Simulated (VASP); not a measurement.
# Al2Cl (P1) in VASP: a series of runs

Al2Cl is run at these levels: PBE; tasks: single point.

Program: VASP 6.6.1. These are calculated values, not measurements. Logs are shortened: lines on timing, memory, paths and dates and some standing lists are left out, and cuts for length are marked.

## 1. The cell of the first run

The typed cell holds 3 atoms: a = 3.789 Å, b = 3.789 Å, c = 4.767 Å, α = 90.00°, β = 90.00°, γ = 90.00°.

## 2. Single point, PBE

INCAR reads:

```
SYSTEM = Al2Cl
PREC = Accurate
ENCUT = 520
EDIFF = 1E-7
ISMEAR = -1
SIGMA = 0.01
LREAL = .FALSE.
LASPH = .TRUE.
NELM = 80
ALGO = Normal
ISIF = 2
LWAVE = .FALSE.
LCHARG = .FALSE.
GGA = PE
NBANDS = 14
```

KPOINTS reads:

```
Automatic mesh
0
G
  5 5 4
  0 0 0
```

POSCAR reads:

```
Al2Cl
1.0
    3.7891741700      0.0000000000      0.0000000000
    0.0000000000      3.7891741700      0.0000000000
    0.0000000000      0.0000000000      4.7668408700
Al Cl
2 1
Direct
    0.4999800000      0.0023650000      0.3483520000
   -0.0062180000      0.4843420000      0.3410360000
   -0.0050410000     -0.0057340000      0.3904520000
```

Potentials or basis: VASP PAW PBE potentials, release 64 (Al, Cl).

Command:

```sh
cat potpaw_PBE.64/Al/POTCAR potpaw_PBE.64/Cl/POTCAR > POTCAR
mpirun -np 1 vasp_std > vasp.out
```

OUTCAR:

```text
SYSTEM = Al2Cl
   PREC = Accurate
   ENCUT = 520
   EDIFF = 1E-7
   ISMEAR = -1
   LREAL = .FALSE.
   LASPH = .TRUE.
   NELM = 80
   ISIF = 2
   GGA = PE

 ion  position               nearest neighbor table
   1  0.500  0.002  0.348-   3 1.89   3 1.92   2 2.61   2 2.65   2 2.71   2 2.74
   2  0.994  0.484  0.341-   3 1.87   3 1.95   1 2.61   1 2.65   1 2.71   1 2.74
   3  0.995  0.994  0.390-   2 1.87   1 1.89   1 1.92   2 1.95

  LATTYP: Found a simple tetragonal cell.
 ALAT       =     3.7891741700
 C/A-ratio  =     1.2580157723

  Lattice vectors:

 A1 = (   3.7891741700,   0.0000000000,   0.0000000000)
 A2 = (   0.0000000000,   3.7891741700,   0.0000000000)
 A3 = (   0.0000000000,   0.0000000000,   4.7668408700)

Analysis of symmetry for initial positions (statically):
=====================================================================
 Subroutine PRICEL returns:
 Original cell was already a primitive cell.

 Routine SETGRP: Setting up the symmetry group for a
 simple tetragonal supercell.

 Subroutine GETGRP returns: Found  1 space group operations
 (whereof  1 operations were pure point group operations)
 out of a pool of 16 trial point group operations.

The static configuration has the point symmetry C_1 .

Analysis of symmetry for dynamics (positions and initial velocities):
=====================================================================
 Subroutine PRICEL returns:
 Original cell was already a primitive cell.

 Routine SETGRP: Setting up the symmetry group for a
 simple tetragonal supercell.

 Subroutine GETGRP returns: Found  1 space group operations
 (whereof  1 operations were pure point group operations)
 out of a pool of 16 trial point group operations.

The dynamic configuration has the point symmetry C_1 .

 Subroutine INISYM returns: Found  1 space group operations
 (whereof  1 operations are pure point group operations),
 and found     1 'primitive' translations

----------------------------------------------------------------------------------------

                                     Primitive cell

  volume of cell :      68.4415

  direct lattice vectors                    reciprocal lattice vectors
     3.789174170  0.000000000  0.000000000     0.263909748  0.000000000  0.000000000
     0.000000000  3.789174170  0.000000000     0.000000000  0.263909748  0.000000000
     0.000000000  0.000000000  4.766840870     0.000000000  0.000000000  0.209782543

  length of vectors
     3.789174170  3.789174170  4.766840870     0.263909748  0.263909748  0.209782543

  position of ions in fractional coordinates (direct lattice)
     0.499980000  0.002365000  0.348352000
     0.993782000  0.484342000  0.341036000
     0.994959000  0.994266000  0.390452000

  ion indices of the primitive-cell ions
   primitive index   ion index
                 1           1
                 2           2
                 3           3

----------------------------------------------------------------------------------------

 KPOINTS: Automatic mesh

Automatic generation of k-mesh.
 Grid dimensions read from file:
 generate k-points for:    5    5    4

 Generating k-lattice:

  Cartesian coordinates                     Fractional coordinates (reciprocal lattice)
     0.052781950  0.000000000  0.000000000     0.200000000  0.000000000  0.000000000
     0.000000000  0.052781950  0.000000000     0.000000000  0.200000000  0.000000000
     0.000000000  0.000000000  0.052445636     0.000000000  0.000000000  0.250000000

  Length of vectors
     0.052781950  0.052781950  0.052445636

  Shift w.r.t. Gamma in fractional coordinates (k-lattice)
     0.000000000  0.000000000  0.000000000

 Subroutine IBZKPT returns following result:
 ===========================================

 Found     51 irreducible k-points:

 Following reciprocal coordinates:
            Coordinates               Weight
  0.000000  0.000000  0.000000      1.000000
  0.200000  0.000000  0.000000      2.000000
  0.000000  0.200000  0.000000      2.000000
  0.400000  0.000000  0.000000      2.000000
  0.000000  0.400000  0.000000      2.000000
  0.200000  0.200000  0.000000      2.000000
[... 16 lines left out ...]
  0.200000  0.200000  0.250000      2.000000
 -0.200000  0.200000  0.250000      2.000000
 [... further k-points ...]
   k-points           NKPTS =     51   k-points in BZ     NKDIM =     51   number of bands    NBANDS=     14
   number of dos      NEDOS =    301   number of ions     NIONS =      3
   total plane-waves  NPLWV =  28224
   dimension x,y,z NGX =    28 NGY =   28 NGZ =   36
   dimension x,y,z NGXF=    56 NGYF=   56 NGZF=   72
   ions per type =               2   1
   NGX,Y,Z   is equivalent  to a cutoff of  12.28, 12.28, 12.56 a.u.
   NGXF,Y,Z  is equivalent  to a cutoff of  24.57, 24.57, 25.11 a.u.
 SYSTEM =  Al2Cl
   PREC   = accura    normal or accurate (medium, high low for compatibility)
   ISTART =      0    job   : 0-new  1-cont  2-samecut
   ICHARG =      2    charge: 1-file 2-atom 10-const
   ISPIN  =      1    spin polarized calculation?
   LNONCOLLINEAR =      F non collinear calculations
   LSORBIT =      F    spin-orbit coupling
   LASPH  =      T    aspherical Exc in radial PAW
   ENCUT  =  520.0 eV  38.22 Ry    6.18 a.u.   7.05  7.05  8.86*2*pi/ulx,y,z
   NELM   =     80;   NELMIN=  2; NELMDL= -5     # of ELM steps
   EDIFF  = 0.1E-06   stopping-criterion for ELM
   LREAL  =      F    real-space projection
   EDIFFG = 0.1E-05   stopping-criterion for IOM
   NSW    =      0    number of steps for IOM
   IBRION =     -1    ionic relax: 0-MD 1-quasi-New 2-CG
   NFREE  =      0    steps in history (QN), initial steepest desc. (CG)
   ISIF   =      2    stress and relaxation
   ISYM   =      2    0-nonsym 1-usesym 2-fastsym
   POTIM  = 0.5000    time-step for ionic-motion
   TEBEG  =    0.0;   TEEND  =   0.0 temperature during run
   PSTRESS=    0.0 pullay stress
   NELECT =      13.0000    total number of electrons
   NUPDOWN=      -1.0000    fix difference up-down
   EMIN   =  10.00;   EMAX   =-10.00  energy-range for DOS
   EFERMI =   0.00;   METHOD = LEGACY
   ISMEAR =    -1;   SIGMA  =   0.01  broadening in eV -4-tet -1-fermi 0-gaus
   EFERMI_NEDOS =   21; number of points for ismear=-14 and -15
   IALGO  =     38    algorithm
   IMIX   =      4    mixing-type and parameters
     AMIX     =   0.40;   BMIX     =  1.00
     AMIX_MAG =   1.60;   BMIX_MAG =  1.00
  volume/ion in A,a.u.               =      22.81       153.96
  Fermi-wavevector in a.u.,A,eV,Ry     =   0.941057  1.778340 12.049165  0.885589
  Thomas-Fermi vector in A             =   2.068530
   LORBIT       =      0    0 simple, 1 ext, 2 COOP (PROOUT), +10 PAW based schemes
   GGA     = PE    functional components
   LHFCALC =     F    Hartree Fock is set to
   AEXX    =    0.0000 exact exchange contribution
   IVDW    =     0    specifies the selected vdW correction
   LEPSILON=     F    determine dielectric tensor
   LRPA    =     F    only Hartree local field effects (RPA)
 non-spin polarized calculation
  energy-cutoff  :      520.00
  volume of cell :       68.44
 maximum number of plane-waves:      1856
   NGX = 15   NGY = 15   NGZ = 17

 number of electron      12.9999998 magnetization

 Free energy of the ion-electron system (eV)
  ---------------------------------------------------
  ext. energy  EPLUGINS =         0.00000000
  ---------------------------------------------------
  free energy    TOTEN  =         1.19527188 eV

  energy without entropy =        1.19762801  energy(sigma->0) =        1.19644994

 E-fermi :   4.9188     XC(G=0):  -8.3364

 val. band max:        4.8967531990   @ k =   0.4000   0.0000   0.0000
 cond. band min:       4.9230099006   @ k =   0.0000  -0.4000   0.2500
 fundamental gap:      0.0262567015
 Fermi energy:         4.9188438586

 k-point     1 :       0.0000    0.0000    0.0000
  band No.  band energies     occupation
      1     -17.5257      2.00000
      2      -6.2017      2.00000
      3      -6.1793      2.00000
      4      -4.2716      2.00000
      5       0.0915      2.00000
      6       4.1373      2.00000
      7       5.6356      0.00000
      8       7.5994      0.00000
      9       7.6402      0.00000
     10       8.7339      0.00000
     11       8.7698      0.00000
     12      10.1661      0.00000
     13      10.1918      0.00000
     14      10.9239      0.00000

 k-point     2 :       0.2000    0.0000    0.0000
  band No.  band energies     occupation
      1     -17.4311      2.00000
      2      -6.8143      2.00000
      3      -6.1357      2.00000
      4      -4.1820      2.00000
      5       0.8432      2.00000
      6       4.5098      2.00000
      7       5.7753      0.00000
      8       6.0794      0.00000
      9       6.3797      0.00000
     10       8.9132      0.00000
     11       9.2179      0.00000
     12       9.4122      0.00000
     13      12.1687      0.00000
     14      12.3242      0.00000

 k-point     3 :       0.0000    0.2000    0.0000
  band No.  band energies     occupation
      1     -17.4324      2.00000
      2      -6.7917      2.00000
      3      -6.1579      2.00000
      4      -4.1805      2.00000
      5       0.8452      2.00000
      6       4.5116      2.00000
      7       5.7629      0.00000
      8       6.0851      0.00000
      9       6.4316      0.00000
     10       8.9051      0.00000
     11       9.1886      0.00000
     12       9.3773      0.00000
     13      12.1399      0.00000
     14      12.3348      0.00000
[... 324 lines left out ...]
 k-point    23 :       0.2000    0.2000    0.2500
  band No.  band energies     occupation
      1     -17.3351      2.00000
      2      -6.7762      2.00000
      3      -6.6675      2.00000
      4      -4.1978      2.00000
      5       1.5800      2.00000
      6       4.6901      2.00000
      7       5.1235      0.00000
      8       5.1886      0.00000
      9       6.6140      0.00000
     10       8.0988      0.00000
     11      10.6804      0.00000
     12      11.2821      0.00000
     13      11.8136      0.00000
     14      12.9177      0.00000

 k-point    24 :      -0.2000    0.2000    0.2500
  band No.  band energies     occupation
      1     -17.3351      2.00000
      2      -6.7773      2.00000
      3      -6.6663      2.00000
      4      -4.1980      2.00000
      5       1.5817      2.00000
      6       4.6850      2.00000
      7       5.1332      0.00000
      8       5.1790      0.00000
      9       6.6100      0.00000
     10       8.1114      0.00000
     11      10.6906      0.00000
     12      11.2578      0.00000
     13      11.8177      0.00000
     14      12.9197      0.00000

 [... further k-points ...]

------------------------ aborting loop because EDIFF is reached ----------------------------------------

  FORCE on cell =-STRESS in cart. coord.  units (eV):
  Direction    XX          YY          ZZ          XY          YZ          ZX
  --------------------------------------------------------------------------------------
  -------------------------------------------------------------------------------------
  Total       33.4882591     33.0453153     -0.9778522     -0.0137780     -0.6124607      0.2404651
  in kB      783.9409726    773.5719107    -22.8909607     -0.3225352    -14.3373546      5.6291496
  external PRESSURE =     511.5406409 kB  Pullay stress =       0.0000000 kB

 VOLUME and BASIS-vectors are now :
 -----------------------------------------------------------------------------
  energy-cutoff  :      520.00
  volume of cell :       68.44
      direct lattice vectors                 reciprocal lattice vectors
     3.789174170  0.000000000  0.000000000     0.263909748  0.000000000  0.000000000
     0.000000000  3.789174170  0.000000000     0.000000000  0.263909748  0.000000000
     0.000000000  0.000000000  4.766840870     0.000000000  0.000000000  0.209782543

 POSITION                                       TOTAL-FORCE (eV/Angst)
 -----------------------------------------------------------------------------------
      1.89451      0.00896      1.66054        -1.250190      0.151240     -1.924438
      3.76561      1.83526      1.62566         0.030605      2.502680     -2.255219
      3.77007      3.76745      1.86122         1.219586     -2.653920      4.179657
 -----------------------------------------------------------------------------------
    total drift:                                0.000279      0.000226      0.000198

  FREE ENERGIE OF THE ION-ELECTRON SYSTEM (eV)
  ---------------------------------------------------
  free  energy   TOTEN  =         1.1952718795 eV

  energy  without entropy=        1.1976280057  energy(sigma->0) =        1.19644994
```

It took 70 s on 1 thread of Intel Xeon 8259CL, shared host; peak memory 0.19 GiB.

What came out:

```
Free energy            : 1.1953 eV
Pressure               : 51.2 GPa
Largest force          : 5.099 eV/Å
Band gap on the k mesh : zero (an odd number of electrons rules out a gap without spin polarisation)
```

Forces on the atoms (eV/Å):
```
Al  -1.250  0.151 -1.924
Al   0.031  2.503 -2.255
Cl   1.220 -2.654  4.180
```

Levels at points of the mesh, in eV from the Fermi level:
```tsv
k point	band 4	band 5	band 6	band 7	band 8	band 9
(0.00, 0.00, 0.00)	-9.19	-4.83	-0.78	0.72	2.68	2.72
(0.00, 0.00, 0.50)	-9.43	-4.40	-0.61	-0.07	2.70	3.40
```

Caveat: the cell stands under pressure; an odd number of electrons without spin polarisation forces a metal; a magnetic or distorted state may lie lower.

## 3. Single point, PBE

INCAR reads:

```
ALGO = Normal
EDIFF = 1E-6
ENCUT = 520
GGA = PE
ISIF = 2
ISMEAR = -1
LASPH = T
LCHARG = F
LREAL = F
LWAVE = F
NBANDS = 14
NELM = 100
PREC = Accurate
SIGMA = 0.005
```

KPOINTS reads:

```
k-points
0
Gamma
  5 5 4
```

POSCAR is that of step 2.

Potentials or basis: VASP PAW PBE potentials, release 64 (Al, Cl).

Command:

```sh
cat potpaw_PBE.64/Al/POTCAR potpaw_PBE.64/Cl/POTCAR > POTCAR
mpirun -np 1 vasp_std > vasp.out
```

OUTCAR:

```text
EDIFF = 1E-6
   ENCUT = 520
   GGA = PE
   ISIF = 2
   ISMEAR = -1
   LASPH = T
   LREAL = F
   NELM = 100
   PREC = Accurate

 ion  position               nearest neighbor table
   1  0.500  0.002  0.348-   3 1.89   3 1.92   2 2.61   2 2.65   2 2.71   2 2.74
   2  0.994  0.484  0.341-   3 1.87   3 1.95   1 2.61   1 2.65   1 2.71   1 2.74
   3  0.995  0.994  0.390-   2 1.87   1 1.89   1 1.92   2 1.95

  LATTYP: Found a simple tetragonal cell.
[... 602 lines left out ...]

  FORCE on cell =-STRESS in cart. coord.  units (eV):
  Direction    XX          YY          ZZ          XY          YZ          ZX
  --------------------------------------------------------------------------------------
  -------------------------------------------------------------------------------------
  Total       33.5276320     33.0042867     -0.9819290     -0.0129275     -0.6131640      0.2402573
  in kB      784.8626688    772.6114557    -22.9863966     -0.3026256    -14.3538190      5.6242859
  external PRESSURE =     511.4959093 kB  Pullay stress =       0.0000000 kB

 VOLUME and BASIS-vectors are now :
 -----------------------------------------------------------------------------
  energy-cutoff  :      520.00
  volume of cell :       68.44
      direct lattice vectors                 reciprocal lattice vectors
     3.789174170  0.000000000  0.000000000     0.263909748  0.000000000  0.000000000
     0.000000000  3.789174170  0.000000000     0.000000000  0.263909748  0.000000000
     0.000000000  0.000000000  4.766840870     0.000000000  0.000000000  0.209782543

 POSITION                                       TOTAL-FORCE (eV/Angst)
 -----------------------------------------------------------------------------------
      1.89451      0.00896      1.66054        -1.250149      0.153750     -1.924116
      3.76561      1.83526      1.62566         0.030951      2.502479     -2.254636
      3.77007      3.76745      1.86122         1.219198     -2.656228      4.178752
 -----------------------------------------------------------------------------------
    total drift:                                0.000246      0.000304      0.000004

  FREE ENERGIE OF THE ION-ELECTRON SYSTEM (eV)
  ---------------------------------------------------
  free  energy   TOTEN  =         1.1963411868 eV

  energy  without entropy=        1.1973135698  energy(sigma->0) =        1.19682738
```

stdout:

```text
POSCAR found type information on POSCAR AlCl
 POSCAR found :  2 types and       3 ions
 scaLAPACK will be used
 LDA part: xc-table for (Slater+PW92), standard interpolation
 POSCAR, INCAR and KPOINTS ok, starting setup
 FFT: planning ... GRIDC
 FFT: planning ... GRID_SOFT
 FFT: planning ... GRID
 WAVECAR not read
 entering main loop
```

Run time: 62 s. Hardware: 1 thread of Intel Xeon 8259CL, shared host; peak memory 0.19 GiB.

What came out:

* Free energy: 1.1963 eV
* Pressure: 51.1 GPa
* Largest force: 5.099 eV/Å
* Band gap on the k mesh: zero (an odd number of electrons rules out a gap without spin polarisation)

Forces in eV/Å, atoms in the order of the input:
```
Al  -1.250  0.154 -1.924
Al   0.031  2.502 -2.255
Cl   1.219 -2.656  4.179
```

Levels at points of the mesh, in eV from the Fermi level:
| k point | band 3 | band 4 | band 5 | band 6 | band 7 | band 8 | band 9 | band 10 |
| --- | --- | --- | --- | --- | --- | --- | --- | --- |
| (0.00, 0.00, 0.00) | -11.10 | -9.19 | -4.83 | -0.78 | 0.71 | 2.68 | 2.72 | 3.81 |
| (0.00, 0.00, 0.50) | -11.09 | -9.43 | -4.41 | -0.61 | -0.07 | 2.70 | 3.40 | 3.43 |

Caveat: the cell stands under pressure; an odd number of electrons without spin polarisation forces a metal; a magnetic or distorted state may lie lower.

(Part 1 of 2 ends here.)
